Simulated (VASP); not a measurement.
Here is a VASP 6.6.1 calculation.

POSCAR

```
Ru
1.0
    2.7028907931      0.0000000000      0.0000000000
   -1.3514453966      2.3407720905      0.0000000000
    0.0000000000      0.0000000000     11.1075000000
Ru
3
Direct
    0.0000000000      0.0000000000      0.3151033582
    0.3333333333      0.6666666667      0.5000000487
    0.0000000000      0.0000000000      0.6848966418
```

The input INCAR.step1:

```
SYSTEM = Ru
PREC     = Accurate       ! precision mode
ENCUT    = 520            ! plane-wave cutoff, eV
ISMEAR   = -1             ! smearing method
SIGMA    = 0.05           ! smearing width, eV
LREAL    = .False.        ! projectors in reciprocal space
LASPH    = .True.         ! aspherical terms in the spheres
NELM     = 100            ! most SCF steps
LDIPOL   = .True.       
IDIPOL   = 3            
DIPOL    = 0.5 0.5 0.500
NBANDS   = 28             ! bands
GGA      = PE             ! functional
ALGO     = Normal         ! electronic algorithm
EDIFF    = 1E-4           ! SCF threshold, eV
LWAVE    = .True.         ! write WAVECAR
LCHARG   = .False.        ! write CHGCAR
```

INCAR.step2

```
SYSTEM = Ru
PREC     = Accurate       ! precision mode
ENCUT    = 520            ! plane-wave cutoff, eV
EDIFF    = 1E-6           ! SCF threshold, eV
ISMEAR   = -1             ! smearing method
SIGMA    = 0.05           ! smearing width, eV
LREAL    = .False.        ! projectors in reciprocal space
LASPH    = .True.         ! aspherical terms in the spheres
NELM     = 100            ! most SCF steps
ALGO     = Normal         ! electronic algorithm
ISIF     = 2              ! what is computed and relaxed
LWAVE    = .False.        ! write WAVECAR
LCHARG   = .False.        ! write CHGCAR
LDIPOL   = .True.       
IDIPOL   = 3            
DIPOL    = 0.5 0.5 0.500
METAGGA  = R2SCAN         ! meta-GGA
LMIXTAU  = .True.       
NBANDS   = 28             ! bands
ISTART   = 1
```

Contents of KPOINTS:

```
regular mesh
0
Gamma
  15 15 1
  0 0 0
```

Potentials or basis: VASP PAW PBE potentials, release 64 (Ru_pv).

Run with:

```console
$ cat potpaw_PBE.64/Ru_pv/POTCAR > POTCAR
$ cp INCAR.step1 INCAR
$ mpirun -np 1 vasp_std > vasp.out
$ cp INCAR.step2 INCAR
$ mpirun -np 1 vasp_std > vasp.out
```

Question: What does it give for the largest force?

Answer: 0.106 eV/Å.

Question: What does it give for the band gap on the k mesh?

Answer: Zero (band 21 reaches 6.64 eV, above the bottom of band 22 at 4.42 eV).

Forces in eV/Å, atoms in the order of the input:
```
Ru   0.000  0.000 -0.106
Ru   0.000  0.000  0.000
Ru   0.000  0.000  0.106
```

Caveat: the PAW data sets were made with another functional, which shifts forces and pressure a little.
